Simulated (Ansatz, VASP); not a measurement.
**Y2TaN3: VASP beside Ansatz**

```
Y Ta N
1.0
     3.31946    0.00000    0.00000
    -1.65973    2.87474    0.00000
     0.00000    0.00000    8.18312
Y Ta N
2 1 3
Direct
  0.33333 0.66667 0.67444
  0.66667 0.33333 0.32556
  0.00000 0.00000 0.00000
  0.00000 0.00000 0.50000
  0.33333 0.66667 0.14187
  0.66667 0.33333 0.85813
```

Change from the starting cell: species swapped into the Zr3HC2 type (P-3m1, No. 164).

Alike in both runs: functional PBE; k mesh 12 × 12 × 6; occupations gaussian, width 0.1 eV; no spin polarisation.

Ansatz relaxed the structure, and its values are those at the end. VASP's run is a single point on that final structure, the one shown.

|  | VASP | Ansatz |
| --- | --- | --- |
| version | VASP 6.6.1 | Ansatz 0.2.0 |
| potentials or method | VASP PAW PBE potentials, release 64 (Y_sv, Ta_pv, N), cutoff 520 eV | scalar-relativistic, plane waves, PAW |
| valence electrons in the cell | 48 | 50 |

```csv
,VASP,Ansatz,Ansatz less VASP
gap on the k mesh at the Fermi level (eV),none,none,-
pressure (GPa),0.0,0.0,+0.01
rms of the force components (eV/Å),0.015,0.003,-0.0116
```

A gap of «none» marks a metal or a gap that the smearing closes. VASP's potentials hold 48 valence electrons a cell and Ansatz's 50, so a difference there can come from the potentials and not from the codes.

Neither program's run includes spin-orbit coupling.
